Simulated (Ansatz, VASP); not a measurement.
## Two plane-wave programs on Al2Cu

```
Al Cu
1.0
    -3.03350    3.03350    2.38973
     3.03350   -3.03350    2.38973
     3.03350    3.03350   -2.38973
Al Cu
4 2
Direct
  0.65751 0.15751 0.81502
  0.15751 0.34249 0.50000
  0.34249 0.84249 0.18498
  0.84249 0.65751 0.50000
  0.25000 0.25000 0.00000
  0.75000 0.75000 0.00000
```

Change from the starting cell: z stretched by -2 %, ions relaxed.

Alike in both runs: functional PBE; k mesh 12 × 12 × 12; occupations fermi-dirac, width 0.05 eV; no spin polarisation.

Ansatz relaxed the structure, and its values are those at the end. VASP's run is a single point on that final structure, the one shown.

|  | VASP | Ansatz |
| --- | --- | --- |
| version | VASP 6.6.1 | Ansatz 0.2.0 |
| potentials or method | VASP PAW PBE potentials, release 64 (Al, Cu) | plane-wave PAW, scalar-relativistic |
| plane-wave cutoff (eV) | 520 | 420 |
| valence electrons in the cell | 34 | 50 |

```csv
,VASP,Ansatz,Ansatz less VASP
pressure (GPa),1.9,1.8,-0.17
rms of the force components (eV/Å),0.004,0.002,-0.0020
```

With one functional, cell and mesh, what is left measures potentials, basis and numerics. VASP's potentials hold 34 valence electrons a cell and Ansatz's 50, so a difference there can come from the potentials and not from the codes. Ansatz's warnings: stress scf threshold loose.
